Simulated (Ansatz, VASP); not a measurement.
## MgSI in VASP and in Ansatz

```
CELL_PARAMETERS angstrom
3.46232 0.00000 0.00000
0.00000 3.46232 0.00000
0.00000 0.00000 8.89739
ATOMIC_POSITIONS crystal
Mg 0.50000 0.50000 0.00000
S 0.00000 0.00000 0.00000
I 0.00000 0.00000 0.50000
```

Alike in both runs: task relaxation of cell and atoms; functional PBE; k mesh 14 × 14 × 6; occupations gaussian, width 0.1 eV; no spin polarisation.

|  | VASP | Ansatz |
| --- | --- | --- |
| version | VASP 6.6.1 | Ansatz 0.2.0 |
| potentials or method | VASP PAW PBE potentials, release 64 (Mg, S, I), cutoff 600 eV | scalar-relativistic, plane waves, PAW |
| valence electrons in the cell | 15 | 33 |

VASP gave:

```
gap on the k mesh at the Fermi level, each at its own relaxed structure (eV) : none
relaxed volume (Å³/atom)                                                     : 38.81
relaxed cell length with the largest relative difference (Å)                 : 3.447
```

Problem. Which values does Ansatz return?

Solution. gap on the k mesh at the Fermi level, each at its own relaxed structure (eV): none; relaxed volume (Å³/atom): 38.90; relaxed cell length with the largest relative difference (Å): 3.450.

A gap of «none» marks a metal or a gap that the smearing closes. VASP's potentials hold 15 valence electrons a cell and Ansatz's 33, so a difference there can come from the potentials and not from the codes.

Spin-orbit coupling is off throughout.
